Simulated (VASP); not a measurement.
# ZnS (Wurtzite-2H) in VASP: a series of runs

Aim: see how the results for ZnS (Wurtzite-2H) move with the level of theory and the settings. Levels: PBE-based screened hybrid, r2SCAN0, PBE. Tasks: single point.

Everything below comes from runs of VASP 6.6.1. Logs are shortened: lines on timing, memory, paths and dates and some standing lists are left out, and cuts for length are marked.

**1. The cell of the first run**

Symmetry: P6_3mc, No. 186, hexagonal system. The conventional cell has a = 3.811 Å, b = 3.811 Å, c = 6.234 Å, α = 90.00°, β = 90.00°, γ = 120.00°. Within 3.1 Å of Zn (site symmetry 3m) lie 4 S at 2.31 to 2.40 Å. S (site symmetry 3m) has 4 Zn at 2.31 to 2.40 Å within 3.1 Å.

**2. Single point, PBE-based screened hybrid**

The input, POSCAR:

```
ZnS
1.0
    3.8110000000      0.0000000000      0.0000000000
   -1.9055000000      3.3004228138      0.0000000000
    0.0000000000      0.0000000000      6.2340000000
Zn S
2 2
Direct
    0.6666666667      0.3333333333      0.5000000000
    0.3333333333      0.6666666667      0.0000000000
    0.6666666667      0.3333333333      0.8850000000
    0.3333333333      0.6666666667      0.3850000000
```

The input, INCAR.step1:

```
SYSTEM = ZnS
PREC = Accurate ; ENCUT = 520
EDIFF = 1E-5 ; ISMEAR = -1
SIGMA = 0.05 ; LREAL = .False.
LASPH = .True. ; NELM = 100
ALGO = Normal ; ISIF = 2
LWAVE = .True. ; LCHARG = .False.
NBANDS = 26 ; GGA = PE
LUSENCCL = .False.
```

The input, INCAR.step2:

```
SYSTEM = ZnS
PREC = Accurate ; ENCUT = 520
EDIFF = 1E-6 ; ISMEAR = -1
SIGMA = 0.05 ; LREAL = .False.
LASPH = .True. ; NELM = 100
ALGO = Normal ; ISIF = 2
LWAVE = .False. ; LCHARG = .False.
GGA = PE ; LHFCALC = .True.
AEXX = 0.1 ; HFSCREEN = 0.2
PRECFOCK = Normal ; NBANDS = 26
ISTART = 1 ; LUSENCCL = .False.
```

The input, KPOINTS:

```
regular mesh
0
Gamma
  4 4 3
  0 0 0
```

Potentials or basis: VASP PAW PBE potentials, release 64 (Zn, S).

Command:

```bash
cat potpaw_PBE.64/Zn/POTCAR potpaw_PBE.64/S/POTCAR > POTCAR
cp INCAR.step1 INCAR
mpirun -np 1 vasp_std > vasp.out
cp INCAR.step2 INCAR
mpirun -np 1 vasp_std > vasp.out
```

OUTCAR:

```text
SYSTEM = ZnS
   PREC = Accurate
   ENCUT = 520
   EDIFF = 1E-6
   ISMEAR = -1
   LREAL = .False.
   LASPH = .True.
   NELM = 100
   ISIF = 2
   GGA = PE
   LHFCALC = .True.
   AEXX = 0.1
   HFSCREEN = 0.2
   PRECFOCK = Normal
   ISTART = 1

 ion  position               nearest neighbor table
   1  0.667  0.333  0.500-   4 2.31   4 2.31   4 2.31   3 2.40
   2  0.333  0.667  0.000-   3 2.31   3 2.31   3 2.31   4 2.40
   3  0.667  0.333  0.885-   2 2.31   2 2.31   2 2.31   1 2.40
   4  0.333  0.667  0.385-   1 2.31   1 2.31   1 2.31   2 2.40

  LATTYP: Found a hexagonal cell.
 ALAT       =     3.8110000000
 C/A-ratio  =     1.6357911309

  Lattice vectors:

 A1 = (   3.8110000000,   0.0000000000,   0.0000000000)
 A2 = (  -1.9055000000,   3.3004228138,   0.0000000000)
 A3 = (   0.0000000000,   0.0000000000,   6.2340000000)

Analysis of symmetry for initial positions (statically):
=====================================================================
 Subroutine PRICEL returns:
 Original cell was already a primitive cell.

 Routine SETGRP: Setting up the symmetry group for a
 hexagonal supercell.

 Subroutine GETGRP returns: Found 12 space group operations
 (whereof  6 operations were pure point group operations)
 out of a pool of 24 trial point group operations.

The static configuration has the point symmetry C_3v.
 The point group associated with its full space group is C_6v.

Analysis of symmetry for dynamics (positions and initial velocities):
=====================================================================
 Subroutine PRICEL returns:
 Original cell was already a primitive cell.

 Routine SETGRP: Setting up the symmetry group for a
 hexagonal supercell.

 Subroutine GETGRP returns: Found 12 space group operations
 (whereof  6 operations were pure point group operations)
 out of a pool of 24 trial point group operations.

The dynamic configuration has the point symmetry C_3v.
 The point group associated with its full space group is C_6v.

 Subroutine INISYM returns: Found 12 space group operations
 (whereof  6 operations are pure point group operations),
 and found     1 'primitive' translations

----------------------------------------------------------------------------------------

                                     Primitive cell

  volume of cell :      78.4107

[... 79 lines left out ...]
   IBRION =     -1    ionic relax: 0-MD 1-quasi-New 2-CG
   NFREE  =      0    steps in history (QN), initial steepest desc. (CG)
   ISIF   =      2    stress and relaxation
   ISYM   =      3    0-nonsym 1-usesym 2-fastsym
   POTIM  = 0.5000    time-step for ionic-motion
   TEBEG  =    0.0;   TEEND  =   0.0 temperature during run
   PSTRESS=    0.0 pullay stress
   NELECT =      36.0000    total number of electrons
   NUPDOWN=      -1.0000    fix difference up-down
   EMIN   =  10.00;   EMAX   =-10.00  energy-range for DOS
   EFERMI =   0.00;   METHOD = LEGACY
   ISMEAR =    -1;   SIGMA  =   0.05  broadening in eV -4-tet -1-fermi 0-gaus
   EFERMI_NEDOS =   21; number of points for ismear=-14 and -15
   IALGO  =     38    algorithm
   IMIX   =      1    mixing-type and parameters
     AMIX     =   0.40;   BMIX     =  1.00
     AMIX_MAG =   1.60;   BMIX_MAG =  1.00
  volume/ion in A,a.u.               =      19.60       132.29
  Fermi-wavevector in a.u.,A,eV,Ry     =   1.262943  2.386617 21.701647  1.595026
  Thomas-Fermi vector in A             =   2.396326
   LORBIT       =      0    0 simple, 1 ext, 2 COOP (PROOUT), +10 PAW based schemes
   GGA     = PE    functional components
   LHFCALC =     T    Hartree Fock is set to
   PRECFOCK=normal    Normal, Fast or Accurate (Low or Medium for compatibility)
   ENCUT4O =  -1.0   cutoff for four orbital integrals eV
   NKREDX  =     1    reduce k-point grid by
   NKREDY  =     1    reduce k-point grid by
   NKREDZ  =     1    reduce k-point grid by
   AEXX    =    0.1000 exact exchange contribution
   HFSCREEN=    0.2000 screening length (either q_TF or 0.3 A-1)
   HFSCREENC=   0.2000 screening length for correlation (either q_TF or 0.3 A-1)
   ENCUTFOCK=  -1.0 apply spherical cutoff to Coloumb kernel
   IVDW    =     0    specifies the selected vdW correction
   LEPSILON=     F    determine dielectric tensor
   LRPA    =     F    only Hartree local field effects (RPA)
 non-spin polarized calculation
  energy-cutoff  :      520.00
  volume of cell :       78.41
 maximum number of plane-waves:      2128
  NGX = 24; NGY = 24; NGZ = 36

 number of electron      35.9999977 magnetization

 Free energy of the ion-electron system (eV)
  ---------------------------------------------------
  ext. energy  EPLUGINS =         0.00000000
  ---------------------------------------------------
  free energy    TOTEN  =       -14.80392411 eV

  energy without entropy =      -14.80392411  energy(sigma->0) =      -14.80392411

 E-fermi :   2.9962     XC(G=0):  -8.9747

 val. band max:        1.8916679484   @ k =   0.0000   0.0000   0.0000
 cond. band min:       4.6236222429   @ k =   0.0000   0.0000   0.0000
 fundamental gap:      2.7319542946
 Fermi energy:         2.9962033070

 k-point     1 :       0.0000    0.0000    0.0000
  band No.  band energies     occupation
      1     -11.7888      2.00000
      2     -10.8382      2.00000
      3      -5.0871      2.00000
      4      -5.0871      2.00000
      5      -5.0240      2.00000
      6      -5.0228      2.00000
[... 221 lines left out ...]
     25      10.9232      0.00000
     26      11.7209      0.00000

------------------------ aborting loop because EDIFF is reached ----------------------------------------

  FORCE on cell =-STRESS in cart. coord.  units (eV):
  Direction    XX          YY          ZZ          XY          YZ          ZX
  --------------------------------------------------------------------------------------
  -------------------------------------------------------------------------------------
  Total        1.5310495      1.5310495      0.3074633      0.0000000      0.0000000      0.0000000
  in kB       31.2841602     31.2841602      6.2824420      0.0000000      0.0000000      0.0000000
  external PRESSURE =      22.9502541 kB  Pullay stress =       0.0000000 kB

 VOLUME and BASIS-vectors are now :
 -----------------------------------------------------------------------------
  energy-cutoff  :      520.00
  volume of cell :       78.41
      direct lattice vectors                 reciprocal lattice vectors
     3.811000000  0.000000000  0.000000000     0.262398321  0.151495741 -0.000000000
    -1.905500000  3.300422814  0.000000000     0.000000000  0.302991482  0.000000000
     0.000000000  0.000000000  6.234000000     0.000000000 -0.000000000  0.160410651

 POSITION                                       TOTAL-FORCE (eV/Angst)
 -----------------------------------------------------------------------------------
      1.90550      1.10014      3.11700         0.000000      0.000000      0.336742
     -0.00000      2.20028      0.00000        -0.000000     -0.000000      0.336742
      1.90550      1.10014      5.51709        -0.000000      0.000000     -0.336742
     -0.00000      2.20028      2.40009        -0.000000     -0.000000     -0.336742
 -----------------------------------------------------------------------------------
    total drift:                               -0.000000     -0.000001      0.000222

  FREE ENERGIE OF THE ION-ELECTRON SYSTEM (eV)
  ---------------------------------------------------
  free  energy   TOTEN  =       -14.8039241080 eV

  energy  without entropy=      -14.8039241080  energy(sigma->0) =      -14.80392411
```

OUTCAR.step1:

```text
SYSTEM = ZnS
   PREC = Accurate
   ENCUT = 520
   EDIFF = 1E-5
   ISMEAR = -1
   LREAL = .False.
   LASPH = .True.
[... 443 lines left out ...]
     -0.00000      2.20028      0.00000        -0.000000      0.000000      0.336463
      1.90550      1.10014      5.51709         0.000000     -0.000000     -0.336463
     -0.00000      2.20028      2.40009         0.000000     -0.000000     -0.336463
 -----------------------------------------------------------------------------------
    total drift:                               -0.000000     -0.000000      0.000891

  FREE ENERGIE OF THE ION-ELECTRON SYSTEM (eV)
  ---------------------------------------------------
  free  energy   TOTEN  =       -13.6023268110 eV

  energy  without entropy=      -13.6023268109  energy(sigma->0) =      -13.60232681
```

OSZICAR.step1:

```text
N       E                     dE             d eps       ncg     rms          rms(c)
DAV:   1     0.244074692605E+03    0.24407E+03   -0.17392E+04   416   0.169E+03
DAV:   2     0.981735772962E+01   -0.23426E+03   -0.22325E+03   416   0.348E+02
DAV:   3    -0.139088338405E+02   -0.23726E+02   -0.23494E+02   518   0.111E+02
DAV:   4    -0.144694081422E+02   -0.56057E+00   -0.55956E+00   468   0.170E+01
DAV:   5    -0.144780307314E+02   -0.86226E-02   -0.86212E-02   490   0.211E+00    0.988E+00
DAV:   6    -0.136125671951E+02    0.86546E+00   -0.16669E+00   616   0.371E+01    0.761E+00
DAV:   7    -0.136080489955E+02    0.45182E-02   -0.13030E+00   440   0.659E+00    0.347E+00
DAV:   8    -0.136013724415E+02    0.66766E-02   -0.37484E-02   506   0.186E+00    0.102E+00
DAV:   9    -0.136019473272E+02   -0.57489E-03   -0.97977E-03   548   0.133E+00    0.237E-01
DAV:  10    -0.136020943101E+02   -0.14698E-03   -0.64996E-04   476   0.347E-01    0.999E-02
DAV:  11    -0.136023286683E+02   -0.23436E-03   -0.37017E-04   428   0.132E-01    0.625E-02
DAV:  12    -0.136023268110E+02    0.18574E-05   -0.17195E-05   406   0.522E-02
   1 F= -.13602327E+02 E0= -.13602327E+02  d E =-.732744E-10
```

Run time: 8.4 min. Hardware: 1 × NVIDIA H100 80GB with 1 thread of AMD EPYC 7R13 (Zen 3), shared host; peak memory 1.2 GiB.

What came out:

```yaml
Free_energy: -14.8039 eV
Pressure: 2.3 GPa
Largest_force: 0.337 eV/Å
Band_gap_on_the_k_mesh: 2.73 eV, direct
```

Forces in eV/Å, atoms in the order of the input:
```
Zn   0.000  0.000  0.337
Zn   0.000  0.000  0.337
S    0.000  0.000 -0.337
S    0.000  0.000 -0.337
```

Stress tensor (GPa, compression positive):
```
3.13 0.00 0.00
0.00 3.13 0.00
0.00 0.00 0.63
```

Caveat: the k points lie up to 0.48 Å⁻¹ apart; the PAW data sets were made with another functional, which shifts forces and pressure a little.

**3. Single point, PBE-based screened hybrid**

POSCAR is that of step 2.

The input, INCAR.step1:

```
SYSTEM = ZnS
  PREC = Accurate
  ENCUT = 520
  EDIFF = 1E-5
  ISMEAR = -1
  SIGMA = 0.05
  LREAL = .FALSE.
  LASPH = .TRUE.
  NELM = 60
  ALGO = Normal
  ISIF = 2
  LWAVE = .TRUE.
  LCHARG = .FALSE.
  NBANDS = 26
  GGA = PE
  LUSENCCL = .FALSE.
```

The input, INCAR.step2:

```
SYSTEM = ZnS
  PREC = Accurate
  ENCUT = 520
  EDIFF = 1E-7
  ISMEAR = -1
  SIGMA = 0.05
  LREAL = .FALSE.
  LASPH = .TRUE.
  NELM = 60
  ALGO = Normal
  ISIF = 2
  LWAVE = .FALSE.
  LCHARG = .FALSE.
  GGA = PE
  LHFCALC = .TRUE.
  AEXX = 0.15
  HFSCREEN = 0.2
  PRECFOCK = Normal
  NBANDS = 26
  ISTART = 1
  LUSENCCL = .FALSE.
```

The input, KPOINTS:

```
Automatic mesh
0
G
  4 4 3
  0 0 0
```

Potentials or basis: VASP PAW PBE potentials, release 64 (Zn, S).

Command:

```bash
cat potpaw_PBE.64/Zn/POTCAR potpaw_PBE.64/S/POTCAR > POTCAR
cp INCAR.step1 INCAR
mpirun -np 1 vasp_std > vasp.out
cp INCAR.step2 INCAR
mpirun -np 1 vasp_std > vasp.out
```

It took 13 min on 1 × NVIDIA H100 80GB with 1 thread of AMD EPYC 7R13 (Zen 3), shared host; peak memory 1.2 GiB.

It converged, with:

* Free energy: -15.4269 eV
* Pressure: 2.1 GPa
* Largest force: 0.337 eV/Å
* Band gap on the k mesh: 2.98 eV, direct

Forces in eV/Å, atoms in the order of the input:
```
Zn   0.000  0.000  0.337
Zn   0.000  0.000  0.337
S    0.000  0.000 -0.337
S    0.000  0.000 -0.337
```

Stress tensor (GPa, compression positive):
```
2.99 0.00 0.00
0.00 2.99 0.00
0.00 0.00 0.47
```

Levels at points of the mesh, in eV from the valence-band top:
```
           k point  band 14  band 15  band 16  band 17  band 18  band 19  band 20  band 21  band 22  band 23
(0.00, 0.00, 0.00)    -0.91    -0.91    -0.03    -0.03     0.00     2.98     3.73     7.06     7.06     7.38
(0.50, 0.00, 0.00)    -4.42    -3.30    -2.35    -1.63    -1.03     4.28     5.03     5.82     7.88     8.29
```

Caveat: the k points lie up to 0.48 Å⁻¹ apart; the PAW data sets were made with another functional, which shifts forces and pressure a little.

**4. Single point, r2SCAN0**

POSCAR is that of step 3.

The input, INCAR.step1:

```
SYSTEM = ZnS
PREC = Accurate
ENCUT = 520
EDIFF = 1E-5
ISMEAR = -1
SIGMA = 0.05
LREAL = .False.
LASPH = .True.
NELM = 60
ALGO = Normal
ISIF = 2
LWAVE = .True.
LCHARG = .False.
NBANDS = 26
GGA = PE
```

The input, INCAR.step2:

```
SYSTEM = ZnS
PREC = Accurate
ENCUT = 520
EDIFF = 1E-6
ISMEAR = -1
SIGMA = 0.05
LREAL = .False.
LASPH = .True.
NELM = 60
ALGO = Normal
ISIF = 2
LWAVE = .False.
LCHARG = .False.
METAGGA = R2SCAN
LHFCALC = .True.
AEXX = 0.25
LMIXTAU = .True.
PRECFOCK = Normal
NBANDS = 26
ISTART = 1
```

The input, KPOINTS:

```
Automatic mesh
0
Gamma
  4 4 3
  0 0 0
```

Potentials or basis: VASP PAW PBE potentials, release 64 (Zn, S).

Command:

```bash
cat potpaw_PBE.64/Zn/POTCAR potpaw_PBE.64/S/POTCAR > POTCAR
cp INCAR.step1 INCAR
mpirun -np 1 vasp_std > vasp.out
cp INCAR.step2 INCAR
mpirun -np 1 vasp_std > vasp.out
```

OUTCAR:

```text
SYSTEM = ZnS
   PREC = Accurate
   ENCUT = 520
   EDIFF = 1E-6
   ISMEAR = -1
   LREAL = .False.
   LASPH = .True.
   NELM = 60
   ISIF = 2
   METAGGA = R2SCAN
   LHFCALC = .True.
   AEXX = 0.25
   PRECFOCK = Normal
   ISTART = 1

 ion  position               nearest neighbor table
   1  0.667  0.333  0.500-   4 2.31   4 2.31   4 2.31   3 2.40
   2  0.333  0.667  0.000-   3 2.31   3 2.31   3 2.31   4 2.40
   3  0.667  0.333  0.885-   2 2.31   2 2.31   2 2.31   1 2.40
[... 423 lines left out ...]
  FORCE on cell =-STRESS in cart. coord.  units (eV):
  Direction    XX          YY          ZZ          XY          YZ          ZX
  --------------------------------------------------------------------------------------
  -------------------------------------------------------------------------------------
  Total        0.5496387      0.5496387     -0.6445550      0.0000000     -0.0000000      0.0000000
  in kB       11.2308482     11.2308482    -13.1702864      0.0000000     -0.0000000      0.0000000
  external PRESSURE =       3.0971367 kB  Pullay stress =       0.0000000 kB

 VOLUME and BASIS-vectors are now :
 -----------------------------------------------------------------------------
  energy-cutoff  :      520.00
  volume of cell :       78.41
      direct lattice vectors                 reciprocal lattice vectors
     3.811000000  0.000000000  0.000000000     0.262398321  0.151495741  0.000000000
    -1.905500000  3.300422814  0.000000000     0.000000000  0.302991482  0.000000000
     0.000000000  0.000000000  6.234000000     0.000000000  0.000000000  0.160410651

 POSITION                                       TOTAL-FORCE (eV/Angst)
 -----------------------------------------------------------------------------------
      1.90550      1.10014      3.11700         0.000000     -0.000000      0.332019
     -0.00000      2.20028      0.00000        -0.000000      0.000000      0.332019
      1.90550      1.10014      5.51709        -0.000000      0.000000     -0.332019
     -0.00000      2.20028      2.40009         0.000000     -0.000000     -0.332019
 -----------------------------------------------------------------------------------
    total drift:                               -0.000000     -0.000000      0.004471

  FREE ENERGIE OF THE ION-ELECTRON SYSTEM (eV)
  ---------------------------------------------------
  free  energy   TOTEN  =       -36.1955330081 eV

  energy  without entropy=      -36.1955330081  energy(sigma->0) =      -36.19553301
```

Run time: 25 min. Hardware: 1 thread of AMD EPYC 9R14 (Zen 4), shared host; peak memory 0.18 GiB.

Results:

```
Free energy            : -36.1955 eV
Pressure               : 0.3 GPa
Largest force          : 0.332 eV/Å
Band gap on the k mesh : 4.51 eV, direct
```

Forces in eV/Å, atoms in the order of the input:
```
Zn   0.000  0.000  0.332
Zn   0.000  0.000  0.332
S    0.000  0.000 -0.332
S    0.000  0.000 -0.332
```

Levels at points of the mesh, in eV from the valence-band top:
| k point | band 14 | band 15 | band 16 | band 17 | band 18 | band 19 | band 20 | band 21 | band 22 | band 23 |
| --- | --- | --- | --- | --- | --- | --- | --- | --- | --- | --- |
| (0.00, 0.00, 0.00) | -0.98 | -0.98 | -0.05 | -0.05 | 0.00 | 4.51 | 5.27 | 8.61 | 8.61 | 8.96 |
| (0.50, 0.00, 0.00) | -4.61 | -3.45 | -2.48 | -1.71 | -1.09 | 5.67 | 6.60 | 7.16 | 9.41 | 9.98 |

Caveat: the k points lie up to 0.48 Å⁻¹ apart; the PAW data sets were made with another functional, which shifts forces and pressure a little.

**5. Single point, PBE (atoms moved at random)**

The input, INCAR:

```
ALGO     = Normal         # electronic algorithm
EDIFF    = 1E-6           # SCF threshold, eV
ENCUT    = 520            # plane-wave cutoff, eV
GGA      = PE             # functional
ISIF     = 2              # what is computed and relaxed
ISMEAR   = -1             # smearing method
LASPH    = T              # aspherical terms in the spheres
LCHARG   = F              # write CHGCAR
LREAL    = F              # projectors in reciprocal space
LWAVE    = F              # write WAVECAR
NBANDS   = 26             # bands
NELM     = 60             # most SCF steps
PREC     = Accurate       # precision mode
SIGMA    = 0.05           # smearing width, eV
```

The input, KPOINTS:

```
k-points
0
Gamma
  8 8 5
```

The input, POSCAR:

```
ZnS
1.0
    3.8110000000      0.0000000000      0.0000000000
   -1.9055000000      3.3004228138      0.0000000000
    0.0000000000      0.0000000000      6.2340000000
Zn S
2 2
Direct
    0.6663970000      0.3315460000      0.5002410000
    0.3325680000      0.6880830000      0.0055960000
    0.6813350000      0.3426400000      0.8798910000
    0.3236270000      0.6665860000      0.3899440000
```

Command:

```bash
cat potpaw_PBE.64/Zn/POTCAR potpaw_PBE.64/S/POTCAR > POTCAR
mpirun -np 1 vasp_std > vasp.out
```

It took 5.4 min on 1 thread of Intel Xeon 8259CL, shared host; peak memory 0.38 GiB.

The run converged. Its results:

```
Free energy            : -13.6224 eV
Pressure               : 2.6 GPa
Largest force          : 0.662 eV/Å
Band gap on the k mesh : 2.20 eV, direct
```

Forces in eV/Å, atoms in the order of the input:
```
Zn  -0.253  0.020  0.332
Zn   0.415 -0.196  0.189
S   -0.471  0.154  0.065
S    0.308  0.022 -0.586
```

Stress tensor (GPa, compression positive):
```
 2.86  1.48  0.20
 1.48  3.47 -0.18
 0.20 -0.18  1.54
```

Levels at points of the mesh, in eV from the valence-band top:
```csv
k point,band 15,band 16,band 17,band 18,band 19,band 20,band 21,band 22
"(0.00, 0.00, 0.00)",-0.80,-0.09,-0.06,0.00,2.20,2.99,6.19,6.34
"(0.50, 0.00, 0.00)",-3.15,-2.29,-1.76,-0.98,3.62,4.32,5.33,7.04
"(0.00, 0.50, 0.00)",-3.22,-2.29,-1.65,-0.97,3.62,4.21,5.04,7.04
"(0.50, 0.50, 0.00)",-3.33,-2.31,-1.49,-1.00,3.49,4.12,5.00,7.00
```

Caveat: the cell differs from its parent crystal (atoms moved at random).

**6. The runs side by side**

```csv
level,k mesh,grid for exact exchange (PRECFOCK),share of exact exchange,screening parameter,gap on the mesh (eV),pressure (GPa),largest force (eV/Å)
PBE-based screened hybrid,4 × 4 × 3,Normal,0.1,0.2 1/Å,2.73,2.3,0.34
PBE-based screened hybrid,4 × 4 × 3,Normal,0.15,0.2 1/Å,2.98,2.1,0.34
r2SCAN0,4 × 4 × 3,Normal,-,-,4.51,0.3,0.33
PBE,8 × 8 × 5,-,-,-,2.20,2.6,0.66
```

Some of these runs hold the atoms at other places in the same cell, which the table doesn't show; runs alike in all that it shows share one row.

Alike in all rows: task single point; potentials or basis VASP PAW PBE potentials, release 64 (Zn, S); no spin polarisation; cell as given; cutoff (eV) 520; smearing fermi-dirac 0.05 eV.

Caveats: some runs use coarse meshes; the PAW data sets were made with another functional, which shifts forces and pressure a little (some runs).

Total energies depend on the potentials used, so only differences within one code and one set of settings carry meaning.
